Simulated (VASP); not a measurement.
# SrCl2: single point with PBE

The system is SrCl2.

```
Sr Cl
1.0
     0.00000    3.63367    3.35387
     3.63367    0.00000    3.35387
     3.63367    3.63367    0.00000
Sr Cl
1 2
Direct
  0.00000 0.00000 0.00000
  0.25000 0.25000 0.25000
  0.75000 0.75000 0.75000
```

* Program: VASP 6.6.1
* Task: single point
* Functional: PBE
* Potentials or basis: VASP PAW PBE potentials, release 64 (Sr_sv, Cl)
* Cutoff: 520 eV
* k mesh: 6 × 6 × 6
* Occupations: gaussian, width 0.05 eV
* Spin: no spin polarisation

```json
{
 "Pressure": "-0.4 GPa",
 "Band gap on the k mesh": "4.70 eV (least direct gap 4.94 eV)"
}
```

Stress tensor (GPa, compression positive):
```
-1.70  0.00  0.00
 0.00 -1.70  0.00
 0.00  0.00  2.34
```

Levels at points of the mesh, in eV from the valence-band top:
| k point | band 9 | band 10 | band 11 | band 12 | band 13 | band 14 | band 15 | band 16 |
| --- | --- | --- | --- | --- | --- | --- | --- | --- |
| (0.00, 0.00, 0.00) | -2.24 | -0.86 | -0.86 | -0.25 | 4.70 | 5.49 | 6.10 | 8.49 |
| (0.50, 0.00, 0.00) | -1.68 | -1.60 | -1.37 | -1.30 | 6.23 | 6.36 | 6.91 | 7.40 |
| (0.50, 0.50, 0.00) | -2.15 | -0.82 | -0.82 | 0.00 | 5.12 | 6.91 | 7.11 | 7.74 |
| (0.50, 0.00, 0.50) | -1.98 | -0.98 | -0.48 | -0.29 | 5.12 | 6.37 | 7.15 | 7.29 |

Wall time 36 s on 1 thread of Intel(R) Xeon(R) Platinum 8488C (Sapphire Rapids) (shared host), peak memory 0.25 GiB.

A k mesh can miss the band edges. PBE gaps usually lie below the measured ones, often by a third to a half.
